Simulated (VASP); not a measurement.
Here is a VASP 6.6.1 calculation.

File INCAR:

```
SYSTEM = CaSe
PREC     = Accurate       ! precision mode
ENCUT    = 500            ! plane-wave cutoff, eV
EDIFF    = 1E-6           ! SCF threshold, eV
ISMEAR   = 0              ! smearing method
SIGMA    = 0.02           ! smearing width, eV
LREAL    = .False.        ! projectors in reciprocal space
LASPH    = .True.         ! aspherical terms in the spheres
NELM     = 120            ! most SCF steps
ALGO     = Normal         ! electronic algorithm
ISIF     = 2              ! what is computed and relaxed
LWAVE    = .False.        ! write WAVECAR
LCHARG   = .False.        ! write CHGCAR
GGA      = PS             ! functional
NBANDS   = 15             ! bands
GGA_COMPAT= .False.
```

Contents of KPOINTS:

```
Automatic mesh
0
Gamma
  8 8 8
  0 0 0
```

POSCAR

```
CaSe
1.0
    0.0000000000      2.9340217152      2.9340217152
    2.9340217152      0.0000000000      2.9340217152
    2.9340217152      2.9340217152      0.0000000000
Ca Se
1 1
Direct
    0.0000000000      0.0000000000      0.0000000000
    0.5000000000      0.5000000000      0.5000000000
```

Potentials or basis: VASP PAW PBE potentials, release 64 (Ca_sv, Se).

Launch:

```console
$ cat potpaw_PBE.64/Ca_sv/POTCAR potpaw_PBE.64/Se/POTCAR > POTCAR
$ mpirun -np 1 vasp_std > vasp.out
```

Problem. Estimate the pressure.

Solution. 0.2 GPa.

Problem. Predict the band gap on the k mesh.

Solution. 1.87 eV (least direct gap 2.84 eV).

Caveat: the PAW data sets were made with another functional, which shifts forces and pressure a little. A k mesh can miss the band edges.
